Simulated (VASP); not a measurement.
# NaF (Fm-3m) in VASP: settings compared

The runs below take NaF through single point, with PBE0+D4, PBE-based global hybrid with 15 % exact exchange.

All numbers are computed with VASP 6.6.1; they aren't measurements. Logs are shortened: lines on timing, memory, paths and dates and some standing lists are left out, and cuts for length are marked.

## 1. The cell of the first run

It takes space group Fm-3m (No. 225, cubic). Conventional cell: a = 4.647 Å, b = 4.647 Å, c = 4.647 Å, α = 90.00°, β = 90.00°, γ = 90.00°. Na (site symmetry m-3m) has 6 F at 2.32 Å within 3.1 Å. F (site symmetry m-3m) has 6 Na at 2.32 Å within 3.1 Å.

## 2. Single point, PBE0+D4

POSCAR reads:

```
NaF
1.0
    0.0000000000      2.3233012604      2.3233012604
    2.3233012604      0.0000000000      2.3233012604
    2.3233012604      2.3233012604      0.0000000000
Na F
1 1
Direct
    0.0000000000      0.0000000000      0.0000000000
    0.5000000000      0.5000000000      0.5000000000
```

INCAR.step1 reads:

```
  PREC = Accurate
  ENCUT = 520
  EDIFF = 1E-5
  ISMEAR = 0
  SIGMA = 0.05
  LREAL = False
  LASPH = True
  NELM = 120
  ALGO = Normal
  ISIF = 2
  LWAVE = True
  LCHARG = False
  GGA = PE
  NBANDS = 14
  GGA_COMPAT = False
```

INCAR.step2 reads:

```
  PREC = Accurate
  ENCUT = 520
  EDIFF = 1E-6
  ISMEAR = 0
  SIGMA = 0.05
  LREAL = False
  LASPH = True
  NELM = 120
  ALGO = Normal
  ISIF = 2
  LWAVE = False
  LCHARG = False
  GGA = PE
  LHFCALC = True
  AEXX = 0.25
  PRECFOCK = Normal
  IVDW = 13
  ISTART = 1
  NBANDS = 14
  GGA_COMPAT = False
```

KPOINTS reads:

```
Automatic mesh
0
Gamma
  6 6 6
```

Potentials or basis: VASP PAW PBE potentials, release 64 (Na_pv, F).

Run with:

```
$ cat potpaw_PBE.64/Na_pv/POTCAR potpaw_PBE.64/F/POTCAR > POTCAR
$ cp INCAR.step1 INCAR
$ mpirun -np 1 vasp_std > vasp.out
$ cp INCAR.step2 INCAR
$ mpirun -np 1 vasp_std > vasp.out
```

OUTCAR:

```text
PREC = Accurate
   ENCUT = 520
   EDIFF = 1E-6
   ISMEAR = 0
   LREAL = False
   LASPH = True
   NELM = 120
   ISIF = 2
   GGA = PE
   LHFCALC = True
   AEXX = 0.25
   PRECFOCK = Normal
   IVDW = 13
   ISTART = 1

 ion  position               nearest neighbor table
   1  0.000  0.000  0.000-   2 2.32   2 2.32   2 2.32   2 2.32   2 2.32   2 2.32
   2  0.500  0.500  0.500-   1 2.32   1 2.32   1 2.32   1 2.32   1 2.32   1 2.32

  LATTYP: Found a face centered cubic cell.
 ALAT       =     4.6466025208

  Lattice vectors:

 A1 = (   0.0000000000,   2.3233012604,   2.3233012604)
 A2 = (   2.3233012604,   0.0000000000,   2.3233012604)
 A3 = (   2.3233012604,   2.3233012604,   0.0000000000)

Analysis of symmetry for initial positions (statically):
=====================================================================
 Subroutine PRICEL returns:
 Original cell was already a primitive cell.

 Routine SETGRP: Setting up the symmetry group for a
 face centered cubic supercell.

 Subroutine GETGRP returns: Found 48 space group operations
 (whereof 48 operations were pure point group operations)
 out of a pool of 48 trial point group operations.

The static configuration has the point symmetry O_h .

Analysis of symmetry for dynamics (positions and initial velocities):
=====================================================================
 Subroutine PRICEL returns:
 Original cell was already a primitive cell.

 Routine SETGRP: Setting up the symmetry group for a
 face centered cubic supercell.

 Subroutine GETGRP returns: Found 48 space group operations
 (whereof 48 operations were pure point group operations)
 out of a pool of 48 trial point group operations.

The dynamic configuration has the point symmetry O_h .

 Subroutine INISYM returns: Found 48 space group operations
 (whereof 48 operations are pure point group operations),
 and found     1 'primitive' translations

----------------------------------------------------------------------------------------

                                     Primitive cell

  volume of cell :      25.0811

  direct lattice vectors                    reciprocal lattice vectors
     0.000000000  2.323301260  2.323301260    -0.215211005  0.215211005  0.215211005
     2.323301260  0.000000000  2.323301260     0.215211005 -0.215211005  0.215211005
     2.323301260  2.323301260  0.000000000     0.215211005  0.215211005 -0.215211005

  length of vectors
     3.285644152  3.285644152  3.285644152     0.372756396  0.372756396  0.372756396

  position of ions in fractional coordinates (direct lattice)
     0.000000000  0.000000000  0.000000000
     0.500000000  0.500000000  0.500000000

  ion indices of the primitive-cell ions
   primitive index   ion index
                 1           1
                 2           2

----------------------------------------------------------------------------------------

 KPOINTS: Automatic mesh

Automatic generation of k-mesh.
 Grid dimensions read from file:
 generate k-points for:    6    6    6

 Generating k-lattice:

  Cartesian coordinates                     Fractional coordinates (reciprocal lattice)
    -0.035868501  0.035868501  0.035868501     0.166666667  0.000000000  0.000000000
     0.035868501 -0.035868501  0.035868501     0.000000000  0.166666667  0.000000000
     0.035868501  0.035868501 -0.035868501     0.000000000  0.000000000  0.166666667

  Length of vectors
     0.062126066  0.062126066  0.062126066

  Shift w.r.t. Gamma in fractional coordinates (k-lattice)
     0.000000000  0.000000000  0.000000000

 Subroutine IBZKPT returns following result:
 ===========================================

 Found     16 irreducible k-points:

 Following reciprocal coordinates:
            Coordinates               Weight
  0.000000  0.000000  0.000000      1.000000
  0.166667  0.000000  0.000000      8.000000
  0.333333  0.000000  0.000000      8.000000
  0.500000  0.000000  0.000000      4.000000
  0.166667  0.166667  0.000000      6.000000
  0.333333  0.166667  0.000000     24.000000
[... 8 lines left out ...]
 -0.333333  0.333333  0.166667     24.000000
 -0.333333  0.500000  0.166667     12.000000
   k-points           NKPTS =     16   k-points in BZ     NKDIM =    216   number of bands    NBANDS=     14
   number of dos      NEDOS =    301   number of ions     NIONS =      2
   total plane-waves  NPLWV =  13824
   dimension x,y,z NGX =    24 NGY =   24 NGZ =   24
   dimension x,y,z NGXF=    48 NGYF=   48 NGZF=   48
   ions per type =               1   1
   NGX,Y,Z   is equivalent  to a cutoff of  12.14, 12.14, 12.14 a.u.
   NGXF,Y,Z  is equivalent  to a cutoff of  24.29, 24.29, 24.29 a.u.
 SYSTEM =  unknown system
   PREC   = accura    normal or accurate (medium, high low for compatibility)
   ISTART =      1    job   : 0-new  1-cont  2-samecut
   ICHARG =      0    charge: 1-file 2-atom 10-const
   ISPIN  =      1    spin polarized calculation?
   LNONCOLLINEAR =      F non collinear calculations
   LSORBIT =      F    spin-orbit coupling
   LASPH  =      T    aspherical Exc in radial PAW
   ENCUT  =  520.0 eV  38.22 Ry    6.18 a.u.   6.11  6.11  6.11*2*pi/ulx,y,z
   NELM   =    120;   NELMIN=  2; NELMDL=  0     # of ELM steps
   EDIFF  = 0.1E-05   stopping-criterion for ELM
   LREAL  =      F    real-space projection
   EDIFFG = 0.1E-04   stopping-criterion for IOM
   NSW    =      0    number of steps for IOM
   IBRION =     -1    ionic relax: 0-MD 1-quasi-New 2-CG
   NFREE  =      0    steps in history (QN), initial steepest desc. (CG)
   ISIF   =      2    stress and relaxation
   ISYM   =      3    0-nonsym 1-usesym 2-fastsym
   POTIM  = 0.5000    time-step for ionic-motion
   TEBEG  =    0.0;   TEEND  =   0.0 temperature during run
   PSTRESS=    0.0 pullay stress
   NELECT =      14.0000    total number of electrons
   NUPDOWN=      -1.0000    fix difference up-down
   EMIN   =  10.00;   EMAX   =-10.00  energy-range for DOS
   EFERMI =   0.00;   METHOD = LEGACY
   ISMEAR =     0;   SIGMA  =   0.05  broadening in eV -4-tet -1-fermi 0-gaus
   EFERMI_NEDOS =   21; number of points for ismear=-14 and -15
   IALGO  =     38    algorithm
   IMIX   =      1    mixing-type and parameters
     AMIX     =   0.40;   BMIX     =  1.00
     AMIX_MAG =   1.60;   BMIX_MAG =  1.00
  volume/ion in A,a.u.               =      12.54        84.63
  Fermi-wavevector in a.u.,A,eV,Ry     =   1.347934  2.547226 24.720782  1.816926
  Thomas-Fermi vector in A             =   2.475644
   LORBIT       =      0    0 simple, 1 ext, 2 COOP (PROOUT), +10 PAW based schemes
   GGA     = PE    functional components
   LHFCALC =     T    Hartree Fock is set to
   PRECFOCK=normal    Normal, Fast or Accurate (Low or Medium for compatibility)
   ENCUT4O =  -1.0   cutoff for four orbital integrals eV
   NKREDX  =     1    reduce k-point grid by
   NKREDY  =     1    reduce k-point grid by
   NKREDZ  =     1    reduce k-point grid by
   AEXX    =    0.2500 exact exchange contribution
   HFSCREEN=    0.0000 screening length (either q_TF or 0.3 A-1)
   HFSCREENC=   0.0000 screening length for correlation (either q_TF or 0.3 A-1)
   ENCUTFOCK=  -1.0 apply spherical cutoff to Coloumb kernel
   IVDW    =    13    specifies the selected vdW correction
   LEPSILON=     F    determine dielectric tensor
   LRPA    =     F    only Hartree local field effects (RPA)
 non-spin polarized calculation
 Gauss-broadening in eV      SIGMA  =   0.05
  energy-cutoff  :      520.00
  volume of cell :       25.08
 maximum number of plane-waves:       692
  NGX = 20; NGY = 20; NGZ = 20

 number of electron      13.9999982 magnetization

 Free energy of the ion-electron system (eV)
  ---------------------------------------------------
  ext. energy  EPLUGINS =         0.00000000
  ---------------------------------------------------
  free energy    TOTEN  =       -10.84092496 eV

  energy without entropy =      -10.84092496  energy(sigma->0) =      -10.84092496

 E-fermi :  -3.8499     XC(G=0):  -7.0931

 val. band max:       -4.2160912991   @ k =   0.0000   0.0000   0.0000
 cond. band min:       4.9617126739   @ k =   0.0000   0.0000   0.0000
 fundamental gap:      9.1778039730
 Fermi energy:        -3.8499441383

 k-point     1 :       0.0000    0.0000    0.0000
  band No.  band energies     occupation
      1     -24.9366      2.00000
      2     -24.6131      2.00000
      3     -24.6131      2.00000
      4     -24.6131      2.00000
      5      -4.2161      2.00000
      6      -4.2161      2.00000
      7      -4.2161      2.00000
      8       4.9617      0.00000
      9      17.8673      0.00000
     10      17.8673      0.00000
     11      17.8673      0.00000
     12      20.4229      0.00000
     13      23.0999      0.00000
     14      23.0999      0.00000

 k-point     2 :       0.1667    0.0000    0.0000
  band No.  band energies     occupation
      1     -25.1884      2.00000
      2     -24.6157      2.00000
      3     -24.6157      2.00000
      4     -24.3245      2.00000
      5      -4.6924      2.00000
      6      -4.2842      2.00000
      7      -4.2842      2.00000
      8       5.8964      0.00000
      9      15.3005      0.00000
     10      18.2852      0.00000
     11      18.2852      0.00000
     12      22.2172      0.00000
     13      22.2172      0.00000
     14      23.0550      0.00000

 k-point     3 :       0.3333    0.0000    0.0000
  band No.  band energies     occupation
      1     -25.4339      2.00000
      2     -24.6209      2.00000
      3     -24.6209      2.00000
      4     -24.0034      2.00000
      5      -5.4875      2.00000
      6      -4.4177      2.00000
      7      -4.4177      2.00000
      8       7.9351      0.00000
      9      12.8002      0.00000
     10      18.9279      0.00000
     11      18.9279      0.00000
     12      21.7516      0.00000
     13      21.7516      0.00000
     14      22.9823      0.00000

 k-point     4 :       0.5000    0.0000    0.0000
  band No.  band energies     occupation
      1     -25.5218      2.00000
      2     -24.6235      2.00000
      3     -24.6235      2.00000
      4     -23.8769      2.00000
      5      -5.8330      2.00000
      6      -4.4830      2.00000
      7      -4.4830      2.00000
      8       9.4997      0.00000
      9      11.3339      0.00000
     10      19.0358      0.00000
     11      19.0358      0.00000
     12      22.0311      0.00000
     13      22.0311      0.00000
     14      22.6404      0.00000

 k-point     5 :       0.1667    0.1667    0.0000
  band No.  band energies     occupation
      1     -25.1800      2.00000
      2     -24.6252      2.00000
      3     -24.6252      2.00000
      4     -24.3124      2.00000
      5      -4.7464      2.00000
      6      -4.3321      2.00000
      7      -4.3321      2.00000
      8       6.1884      0.00000
      9      15.0565      0.00000
     10      18.1368      0.00000
     11      18.1368      0.00000
[... 140 lines left out ...]
 k-point    14 :       0.5000    0.3333    0.1667
  band No.  band energies     occupation
      1     -25.2786      2.00000
      2     -24.6676      2.00000
      3     -24.6431      2.00000
      4     -24.1108      2.00000
      5      -5.4099      2.00000
      6      -4.7627      2.00000
      7      -4.5677      2.00000
      8       9.5602      0.00000
      9      12.5211      0.00000
     10      15.9116      0.00000
     11      17.7915      0.00000
     12      20.3340      0.00000
     13      23.3249      0.00000
     14      26.3569      0.00000

 k-point    15 :      -0.3333    0.3333    0.1667
  band No.  band energies     occupation
      1     -25.2565      2.00000
      2     -24.6823      2.00000
      3     -24.6606      2.00000
      4     -24.0980      2.00000
      5      -5.3794      2.00000
      6      -4.9711      2.00000
      7      -4.6480      2.00000
      8      11.1770      0.00000
      9      11.7355      0.00000
     10      15.0631      0.00000
     11      16.9963      0.00000
     12      21.6293      0.00000
     13      22.3787      0.00000
     14      27.1806      0.00000

 k-point    16 :      -0.3333    0.5000    0.1667
  band No.  band energies     occupation
      1     -25.0657      2.00000
      2     -24.7218      2.00000
      3     -24.6819      2.00000
      4     -24.2537      2.00000
      5      -5.3353      2.00000
      6      -4.8924      2.00000
      7      -4.7683      2.00000
      8      12.0102      0.00000
      9      12.0131      0.00000
     10      13.4894      0.00000
     11      16.7207      0.00000
     12      20.5003      0.00000
     13      25.1109      0.00000
     14      25.2204      0.00000

------------------------ aborting loop because EDIFF is reached ----------------------------------------

  DFT-D4 for vdW energy calculation

  Edisp (eV):   -0.09630

  FORCE on cell =-STRESS in cart. coord.  units (eV):
  Direction    XX          YY          ZZ          XY          YZ          ZX
  --------------------------------------------------------------------------------------
  -------------------------------------------------------------------------------------
  Total      -0.13997    -0.13997    -0.13997     0.00000     0.00000     0.00000
  in kB      -8.94105    -8.94105    -8.94105     0.00000     0.00000     0.00000
  external pressure =       -8.94 kB  Pullay stress =        0.00 kB

 VOLUME and BASIS-vectors are now :
 -----------------------------------------------------------------------------
  energy-cutoff  :      520.00
  volume of cell :       25.08
      direct lattice vectors                 reciprocal lattice vectors
     0.000000000  2.323301260  2.323301260    -0.215211005  0.215211005  0.215211005
     2.323301260  0.000000000  2.323301260     0.215211005 -0.215211005  0.215211005
     2.323301260  2.323301260  0.000000000     0.215211005  0.215211005 -0.215211005

 POSITION                                       TOTAL-FORCE (eV/Angst)
 -----------------------------------------------------------------------------------
      0.00000      0.00000      0.00000         0.000000      0.000000      0.000000
      2.32330      2.32330      2.32330         0.000000      0.000000      0.000000
 -----------------------------------------------------------------------------------
    total drift:                               -0.000000     -0.000000     -0.000000

  FREE ENERGIE OF THE ION-ELECTRON SYSTEM (eV)
  ---------------------------------------------------
  free  energy   TOTEN  =       -10.9372217075 eV

  energy  without entropy=      -10.9372217075  energy(sigma->0) =      -10.93722171
```

Run time: 16 min. Hardware: 1 thread of AMD EPYC 7R43 (Zen 3), shared host; peak memory 0.1 GiB.

Results:

| Property | Result |
| --- | --- |
| Free energy | -10.9372 eV |
| Pressure | -0.9 GPa |
| Band gap on the k mesh | 9.18 eV |
| Dispersion energy per atom | -0.048 eV |

Caveat: the PAW data sets were made with another functional, which shifts forces and pressure a little.

[end of part 1 of 2]
